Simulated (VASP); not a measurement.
# W (Im-3m) in VASP: notebook

W is run at these levels: LDA; tasks: single point.

All numbers are computed with VASP 6.6.1; they aren't measurements. Logs are shortened: lines on timing, memory, paths and dates and some standing lists are left out, and cuts for length are marked.

## (1) The cell of the first run

The structure is cubic, space group Im-3m (No. 229). Conventional cell: a = 3.135 Å, b = 3.135 Å, c = 3.135 Å, α = 90.00°, β = 90.00°, γ = 90.00°. W (site symmetry m-3m) has 14 W at 2.71 to 3.13 Å within 3.6 Å.

## (2) Single point, LDA

File INCAR:

```
SYSTEM = W
ALGO = Normal
EDIFF = 1E-7
ENCUT = 520
GGA = CA
ISIF = 2
ISMEAR = -1
LASPH = .True.
LCHARG = .False.
LREAL = .False.
LWAVE = .False.
NBANDS = 13
NELM = 80
PREC = Accurate
SIGMA = 0.08
```

File KPOINTS:

```
k-points
0
Gamma
  19 19 19
  0 0 0
```

File POSCAR:

```
W
1.0
   -1.5674160006      1.5674160006      1.5674160006
    1.5674160006     -1.5674160006      1.5674160006
    1.5674160006      1.5674160006     -1.5674160006
W
1
Direct
    0.0000000000      0.0000000000      0.0000000000
```

Potentials or basis: VASP PAW LDA potentials, release 64 (W_sv).

Run with:

```
$ cat potpaw_LDA.64/W_sv/POTCAR > POTCAR
$ mpirun -np 1 vasp_std > vasp.out
```

OUTCAR:

```text
SYSTEM = W
   EDIFF = 1E-7
   ENCUT = 520
   GGA = CA
   ISIF = 2
   ISMEAR = -1
   LASPH = .True.
   LREAL = .False.
   NELM = 80
   PREC = Accurate

 ion  position               nearest neighbor table
   1  0.000  0.000  0.000-

  LATTYP: Found a body centered cubic cell.
 ALAT       =     3.1348320012

  Lattice vectors:

 A1 = (  -1.5674160006,   1.5674160006,   1.5674160006)
 A2 = (   1.5674160006,  -1.5674160006,   1.5674160006)
 A3 = (   1.5674160006,   1.5674160006,  -1.5674160006)

Analysis of symmetry for initial positions (statically):
=====================================================================
 Subroutine PRICEL returns:
 Original cell was already a primitive cell.

 Routine SETGRP: Setting up the symmetry group for a
 body centered cubic supercell.

 Subroutine GETGRP returns: Found 48 space group operations
 (whereof 48 operations were pure point group operations)
 out of a pool of 48 trial point group operations.

The static configuration has the point symmetry O_h .

Analysis of symmetry for dynamics (positions and initial velocities):
=====================================================================
 Subroutine PRICEL returns:
 Original cell was already a primitive cell.

 Routine SETGRP: Setting up the symmetry group for a
 body centered cubic supercell.

 Subroutine GETGRP returns: Found 48 space group operations
 (whereof 48 operations were pure point group operations)
 out of a pool of 48 trial point group operations.

The dynamic configuration has the point symmetry O_h .

 Subroutine INISYM returns: Found 48 space group operations
 (whereof 48 operations are pure point group operations),
 and found     1 'primitive' translations

----------------------------------------------------------------------------------------

                                     Primitive cell

  volume of cell :      15.4033

  direct lattice vectors                    reciprocal lattice vectors
    -1.567416001  1.567416001  1.567416001     0.000000000  0.318996361  0.318996361
     1.567416001 -1.567416001  1.567416001     0.318996361  0.000000000  0.318996361
     1.567416001  1.567416001 -1.567416001     0.318996361  0.318996361  0.000000000

  length of vectors
     2.714844150  2.714844150  2.714844150     0.451128980  0.451128980  0.451128980

  position of ions in fractional coordinates (direct lattice)
     0.000000000  0.000000000  0.000000000

  ion indices of the primitive-cell ions
   primitive index   ion index
                 1           1

----------------------------------------------------------------------------------------

 KPOINTS: k-points

Automatic generation of k-mesh.
 Grid dimensions read from file:
 generate k-points for:   19   19   19

 Generating k-lattice:

  Cartesian coordinates                     Fractional coordinates (reciprocal lattice)
     0.000000000  0.016789282  0.016789282     0.052631579  0.000000000  0.000000000
     0.016789282  0.000000000  0.016789282     0.000000000  0.052631579  0.000000000
     0.016789282  0.016789282  0.000000000     0.000000000  0.000000000  0.052631579

  Length of vectors
     0.023743631  0.023743631  0.023743631

  Shift w.r.t. Gamma in fractional coordinates (k-lattice)
     0.000000000  0.000000000  0.000000000

 Subroutine IBZKPT returns following result:
 ===========================================

 Found    220 irreducible k-points:

 Following reciprocal coordinates:
            Coordinates               Weight
  0.000000  0.000000  0.000000      1.000000
  0.052632  0.000000  0.000000     12.000000
  0.105263  0.000000  0.000000     12.000000
  0.157895  0.000000  0.000000     12.000000
  0.210526  0.000000  0.000000     12.000000
  0.263158  0.000000  0.000000     12.000000
[... 16 lines left out ...]
  0.263158  0.105263 -0.000000     48.000000
  0.315789  0.105263 -0.000000     48.000000
 [... further k-points ...]
   k-points           NKPTS =    220   k-points in BZ     NKDIM =    220   number of bands    NBANDS=     13
   number of dos      NEDOS =    301   number of ions     NIONS =      1
   total plane-waves  NPLWV =   8000
   dimension x,y,z NGX =    20 NGY =   20 NGZ =   20
   dimension x,y,z NGXF=    40 NGYF=   40 NGZF=   40
   ions per type =               1
   NGX,Y,Z   is equivalent  to a cutoff of  12.25, 12.25, 12.25 a.u.
   NGXF,Y,Z  is equivalent  to a cutoff of  24.49, 24.49, 24.49 a.u.
 SYSTEM =  W
   PREC   = accura    normal or accurate (medium, high low for compatibility)
   ISTART =      0    job   : 0-new  1-cont  2-samecut
   ICHARG =      2    charge: 1-file 2-atom 10-const
   ISPIN  =      1    spin polarized calculation?
   LNONCOLLINEAR =      F non collinear calculations
   LSORBIT =      F    spin-orbit coupling
   LASPH  =      T    aspherical Exc in radial PAW
   ENCUT  =  520.0 eV  38.22 Ry    6.18 a.u.   5.05  5.05  5.05*2*pi/ulx,y,z
   NELM   =     80;   NELMIN=  2; NELMDL= -5     # of ELM steps
   EDIFF  = 0.1E-06   stopping-criterion for ELM
   LREAL  =      F    real-space projection
   EDIFFG = 0.1E-05   stopping-criterion for IOM
   NSW    =      0    number of steps for IOM
   IBRION =     -1    ionic relax: 0-MD 1-quasi-New 2-CG
   NFREE  =      0    steps in history (QN), initial steepest desc. (CG)
   ISIF   =      2    stress and relaxation
   ISYM   =      2    0-nonsym 1-usesym 2-fastsym
   POTIM  = 0.5000    time-step for ionic-motion
   TEBEG  =    0.0;   TEEND  =   0.0 temperature during run
   PSTRESS=    0.0 pullay stress
   NELECT =      14.0000    total number of electrons
   NUPDOWN=      -1.0000    fix difference up-down
   EMIN   =  10.00;   EMAX   =-10.00  energy-range for DOS
   EFERMI =   0.00;   METHOD = LEGACY
   ISMEAR =    -1;   SIGMA  =   0.08  broadening in eV -4-tet -1-fermi 0-gaus
   EFERMI_NEDOS =   21; number of points for ismear=-14 and -15
   IALGO  =     38    algorithm
   IMIX   =      4    mixing-type and parameters
     AMIX     =   0.40;   BMIX     =  1.00
     AMIX_MAG =   1.60;   BMIX_MAG =  1.00
  volume/ion in A,a.u.               =      15.40       103.95
  Fermi-wavevector in a.u.,A,eV,Ry     =   1.585793  2.996715 34.215119  2.514740
  Thomas-Fermi vector in A             =   2.685203
   LORBIT       =      0    0 simple, 1 ext, 2 COOP (PROOUT), +10 PAW based schemes
   GGA     = CA    functional components
   LHFCALC =     F    Hartree Fock is set to
   AEXX    =    0.0000 exact exchange contribution
   IVDW    =     0    specifies the selected vdW correction
   LEPSILON=     F    determine dielectric tensor
   LRPA    =     F    only Hartree local field effects (RPA)
 non-spin polarized calculation
  energy-cutoff  :      520.00
  volume of cell :       15.40
 maximum number of plane-waves:       427
   NGX =  9   NGY =  9   NGZ =  9

 number of electron      14.0000004 magnetization

 Free energy of the ion-electron system (eV)
  ---------------------------------------------------
  ext. energy  EPLUGINS =         0.00000000
  ---------------------------------------------------
  free energy    TOTEN  =       -14.11118344 eV

  energy without entropy =      -14.10300449  energy(sigma->0) =      -14.10709397

 E-fermi :  11.7295     XC(G=0): -13.9909

 val. band max:       11.7032629520   @ k =  -0.3158   0.3158   0.2105
 cond. band min:      11.7466676392   @ k =  -0.2105   0.3158   0.1053
 fundamental gap:      0.0434046872
 Fermi energy:        11.7294933789

 k-point     1 :       0.0000    0.0000    0.0000
  band No.  band energies     occupation
      1     -61.9684      2.00000
      2     -25.7305      2.00000
      3     -25.7305      2.00000
      4     -25.7305      2.00000
      5       2.0412      2.00000
      6      10.4331      2.00000
      7      10.4331      2.00000
      8      10.4331      2.00000
      9      13.9983      0.00000
     10      13.9983      0.00000
     11      26.3799      0.00000
     12      26.3799      0.00000
     13      26.3799      0.00000

 k-point     2 :       0.0526    0.0000    0.0000
  band No.  band energies     occupation
      1     -61.9643      2.00000
      2     -25.7731      2.00000
      3     -25.7437      2.00000
      4     -25.7308      2.00000
      5       2.1815      2.00000
      6      10.3474      2.00000
      7      10.4152      2.00000
      8      10.5681      2.00000
      9      13.8579      0.00000
     10      13.9987      0.00000
     11      26.5018      0.00000
     12      26.6163      0.00000
     13      26.7334      0.00000

 k-point     3 :       0.1053    0.0000    0.0000
  band No.  band energies     occupation
      1     -61.9520      2.00000
      2     -25.8949      2.00000
      3     -25.7815      2.00000
      4     -25.7315      2.00000
      5       2.5873      2.00000
      6      10.1092      2.00000
      7      10.3386      2.00000
      8      10.9695      1.99985
      9      13.5484      0.00000
     10      14.0065      0.00000
     11      26.8178      0.00000
     12      27.3055      0.00000
     13      27.6570      0.00000

 k-point     4 :       0.1579    0.0000    0.0000
  band No.  band energies     occupation
      1     -61.9331      2.00000
      2     -26.0795      2.00000
      3     -25.8395      2.00000
      4     -25.7326      2.00000
      5       3.2106      2.00000
      6       9.7649      2.00000
      7      10.1634      2.00000
      8      11.6250      1.57365
      9      13.2996      0.00000
     10      14.0375      0.00000
     11      27.1460      0.00000
     12      28.3972      0.00000
     13      28.7480      0.00000

 k-point     5 :       0.2105    0.0000    0.0000
  band No.  band energies     occupation
      1     -61.9095      2.00000
      2     -26.3035      2.00000
      3     -25.9108      2.00000
      4     -25.7340      2.00000
      5       3.9581      2.00000
      6       9.3704      2.00000
      7       9.9329      2.00000
      8      12.5131      0.00011
      9      13.2616      0.00000
     10      14.1089      0.00000
     11      27.1294      0.00000
     12      29.2196      0.00000
     13      29.8284      0.00000
[... 257 lines left out ...]
 k-point    22 :       0.2105    0.1053    0.0000
  band No.  band energies     occupation
      1     -61.8758      2.00000
      2     -26.5782      2.00000
      3     -25.9964      2.00000
      4     -25.7888      2.00000
      5       5.0326      2.00000
      6       8.9917      2.00000
      7       9.4491      2.00000
      8      13.0516      0.00000
      9      14.2012      0.00000
     10      14.5712      0.00000
     11      26.8107      0.00000
     12      28.4171      0.00000
     13      30.7974      0.00000

 k-point    23 :       0.2632    0.1053   -0.0000
  band No.  band energies     occupation
      1     -61.8520      2.00000
      2     -26.7716      2.00000
      3     -26.0831      2.00000
      4     -25.7928      2.00000
      5       5.5468      2.00000
      6       8.6594      2.00000
      7       9.6541      2.00000
      8      13.3202      0.00000
      9      14.7076      0.00000
     10      15.4816      0.00000
     11      25.6609      0.00000
     12      27.2801      0.00000
     13      31.9796      0.00000

 k-point    24 :       0.3158    0.1053   -0.0000
  band No.  band energies     occupation
      1     -61.8314      2.00000
      2     -26.9344      2.00000
      3     -26.1585      2.00000
      4     -25.7958      2.00000
      5       5.7410      2.00000
      6       8.4017      2.00000
      7      10.2635      2.00000
      8      13.6345      0.00000
      9      14.8459      0.00000
     10      16.7882      0.00000
     11      24.5807      0.00000
     12      25.8377      0.00000
     13      30.6851      0.00000

 [... further k-points ...]

------------------------ aborting loop because EDIFF is reached ----------------------------------------

  FORCE on cell =-STRESS in cart. coord.  units (eV):
  Direction    XX          YY          ZZ          XY          YZ          ZX
  --------------------------------------------------------------------------------------
  -------------------------------------------------------------------------------------
  Total        0.1892078      0.1892078      0.1892078      0.0000000      0.0000000     -0.0000000
  in kB       19.6805258     19.6805258     19.6805258      0.0000000      0.0000000     -0.0000000
  external PRESSURE =      19.6805258 kB  Pullay stress =       0.0000000 kB

 VOLUME and BASIS-vectors are now :
 -----------------------------------------------------------------------------
  energy-cutoff  :      520.00
  volume of cell :       15.40
      direct lattice vectors                 reciprocal lattice vectors
    -1.567416001  1.567416001  1.567416001     0.000000000  0.318996361  0.318996361
     1.567416001 -1.567416001  1.567416001     0.318996361  0.000000000  0.318996361
     1.567416001  1.567416001 -1.567416001     0.318996361  0.318996361  0.000000000

 POSITION                                       TOTAL-FORCE (eV/Angst)
 -----------------------------------------------------------------------------------
      0.00000      0.00000      0.00000        -0.000000      0.000000     -0.000000
 -----------------------------------------------------------------------------------
    total drift:                                0.000000     -0.000000      0.000000

  FREE ENERGIE OF THE ION-ELECTRON SYSTEM (eV)
  ---------------------------------------------------
  free  energy   TOTEN  =       -14.1111834397 eV

  energy  without entropy=      -14.1030044928  energy(sigma->0) =      -14.10709397
```

It took 11 s on 1 thread of Intel Xeon 6975P-C (Granite Rapids), shared host; peak memory 0.15 GiB.

Results:

```yaml
Free_energy: -14.1112 eV
Pressure: 2.0 GPa
Band_gap_on_the_k_mesh: zero (bands 7 and 8 overlap by 6.32 eV)
```

Caveat: spin-orbit coupling is left out, which moves the levels of the heavy elements.

## (3) Single point, LDA

This run uses another cell than the first one: it holds 2 atoms, not 1.

File INCAR:

```
PREC     = Accurate       # precision mode
ENCUT    = 520            # plane-wave cutoff, eV
EDIFF    = 1E-7           # SCF threshold, eV
ISMEAR   = -1             # smearing method
SIGMA    = 0.08           # smearing width, eV
LREAL    = False          # projectors in reciprocal space
LASPH    = True           # aspherical terms in the spheres
NELM     = 100            # most SCF steps
ALGO     = Normal         # electronic algorithm
ISIF     = 2              # what is computed and relaxed
LWAVE    = False          # write WAVECAR
LCHARG   = True           # write CHGCAR
GGA      = CA             # functional
LELF     = True           # ELF
LVHAR    = True         
NBANDS   = 21             # bands
```

File KPOINTS:

```
Automatic mesh
0
Gamma
  13 13 13
```

File POSCAR:

```
W
1.0
    3.1348320013      0.0000000000      0.0000000000
    0.0000000000      3.1348320013      0.0000000000
    0.0000000000      0.0000000000      3.1348320013
W
2
Direct
    0.0000000000      0.0000000000      0.0000000000
    0.5000000000      0.5000000000      0.5000000000
```

Potentials or basis: VASP PAW LDA potentials, release 64 (W_sv).

Run with:

```
$ cat potpaw_LDA.64/W_sv/POTCAR > POTCAR
$ mpirun -np 1 vasp_std > vasp.out
```

It took 11 s on 1 thread of Intel Xeon 6975P-C (Granite Rapids), shared host; peak memory 0.15 GiB.

It converged, with:

* Free energy: -28.2220 eV
* Pressure: 2.2 GPa
* Band gap on the k mesh: zero (bands 14 and 15 overlap by 1.14 eV)

Levels at points of the mesh, in eV from the Fermi level:
| k point | band 10 | band 11 | band 12 | band 13 | band 14 | band 15 | band 16 | band 17 | band 18 | band 19 |
| --- | --- | --- | --- | --- | --- | --- | --- | --- | --- | --- |
| (0.00, 0.00, 0.00) | -6.08 | -6.08 | -1.31 | -1.31 | -1.31 | 2.26 | 2.26 | 5.36 | 5.36 | 5.36 |

Caveat: spin-orbit coupling is left out, which moves the levels of the heavy elements.

The gap in the log of VASP goes by the Fermi energy; the results here count the filled bands.